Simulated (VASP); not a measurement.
Write the native input for VASP 6.6.1 that does the following.

```
Task                   : single point
Functional             : PBEsol
Potentials or basis    : VASP PAW PBE potentials, release 64 (F, H, Li_sv)
Cutoff                 : 520 eV
k mesh                 : 1 × 1 × 1, shifted
Occupations            : fermi-dirac, width 0.05 eV
Spin                   : no spin polarisation
Dipole correction      : no
Further INCAR settings : LREAL = Auto; ALGO = Normal; EDIFF = 1e-06; NBANDS = 126; ISYM = 0
```

The structure of Li4H3F lies in POSCAR:

```
Li4H3F
1.0
    7.9892595980      0.0000000000      0.0000000000
    0.0000000000      7.9892595980      0.0000000000
    0.0000000000      0.0000000000      7.9892595980
F H Li
8 24 32
Direct
    0.2504160000      0.9997330000      0.0000620000
    0.2500960000      0.9999380000      0.5011430000
    0.2502110000      0.4997960000      0.9994840000
    0.5000900000      0.7498090000      0.9995930000
    0.5004380000      0.9996430000      0.7501800000
    0.4998630000      0.4997160000      0.7501010000
    0.2510470000      0.2494690000      0.7507530000
    0.2499720000      0.7498760000      0.7499540000
    0.2490810000      0.4993210000      0.4977280000
    0.7522300000      0.0001420000      0.0011370000
    0.7516430000      0.0002610000      0.4987700000
    0.7515870000      0.4987980000      0.0010200000
    0.7510480000      0.4993400000      0.4989610000
    0.9981660000      0.2497940000      0.0016760000
    0.9985960000      0.2505020000      0.4990750000
    0.9973240000      0.7492670000      0.0014980000
    0.9980700000      0.7487410000      0.4985650000
    0.5038070000      0.2499880000      0.0032550000
    0.5030590000      0.2504730000      0.4979460000
    0.5024740000      0.7491030000      0.4972340000
    0.9987790000      0.0000230000      0.2503750000
    0.9967880000      0.0000230000      0.7497890000
    0.9989600000      0.4993450000      0.2506070000
    0.9977660000      0.4994190000      0.7490080000
    0.5021430000      0.0001810000      0.2510480000
    0.5013940000      0.4989110000      0.2512660000
    0.2498920000      0.2505610000      0.2511440000
    0.2488890000      0.7492030000      0.2517700000
    0.7510680000      0.2502930000      0.2507290000
    0.7520190000      0.2501610000      0.7498540000
    0.7512700000      0.7488780000      0.2509180000
    0.7528770000      0.7494310000      0.7488390000
    0.0001140000      0.9997940000      0.0011080000
    0.9997090000      0.9996570000      0.4992780000
    0.9997130000      0.4994500000      0.0010040000
    0.9988610000      0.4997510000      0.4987720000
    0.4998830000      0.9986120000      0.9997710000
    0.5004230000      0.9999890000      0.5002800000
    0.5000430000      0.5006180000      0.9998920000
    0.5013500000      0.4992240000      0.4994880000
    0.2496610000      0.2496980000      0.9999460000
    0.2492050000      0.2486650000      0.5004530000
    0.2504600000      0.7497010000      0.9995370000
    0.2490010000      0.7508020000      0.5002550000
    0.7512560000      0.2498230000      0.0015090000
    0.7514310000      0.2499940000      0.4987890000
    0.7503270000      0.7495630000      0.0011200000
    0.7515450000      0.7494100000      0.4987250000
    0.2499630000      0.0001590000      0.2508900000
    0.2509120000      0.0000470000      0.7500550000
    0.2496650000      0.4991980000      0.2495600000
    0.2508160000      0.4993400000      0.7505500000
    0.7509500000      0.0003690000      0.2508690000
    0.7498810000      0.0002910000      0.7495110000
    0.7509120000      0.4989130000      0.2506490000
    0.7496150000      0.4990880000      0.7494910000
    0.9983950000      0.2504320000      0.2508760000
    0.9993550000      0.2503910000      0.7494960000
    0.9983210000      0.7489080000      0.2505080000
    0.9993290000      0.7490530000      0.7495890000
    0.5025230000      0.2504950000      0.2502880000
    0.5006790000      0.2502140000      0.7500610000
    0.5020200000      0.7488860000      0.2495930000
    0.5000550000      0.7491780000      0.7506200000
```

These files were run (other wordings do the same):

INCAR

```
SYSTEM = Li4H3F
PREC = Accurate
ENCUT = 520
EDIFF = 1E-6
ISMEAR = -1
SIGMA = 0.05
LREAL = Auto
LASPH = .True.
NELM = 80
ALGO = Normal
ISIF = 2
LWAVE = .False.
LCHARG = .False.
GGA = PS
NBANDS = 126
ISYM = 0
```

KPOINTS

```
Automatic mesh
0
Gamma
  1 1 1
  0.25 0.25 0.25
```

Potentials or basis: VASP PAW PBE potentials, release 64 (F, H, Li_sv).

Command:

```bash
$ cat potpaw_PBE.64/F/POTCAR potpaw_PBE.64/H/POTCAR potpaw_PBE.64/Li_sv/POTCAR > POTCAR
$ mpirun -np 1 vasp_std > vasp.out
```

Results of the run:

```yaml
Largest_force: 0.017 eV/Å
Band_gap_on_the_k_mesh: 4.77 eV
```

Caveat: the PAW data sets were made with another functional, which shifts forces and pressure a little; a shifted mesh leaves out Γ, where band edges can lie.

Run time: 10 min on 1 thread of Intel(R) Xeon(R) Platinum 8259CL CPU @ 2.50GHz (Skylake/Cascade Lake) (shared host), peak memory 0.55 GiB.
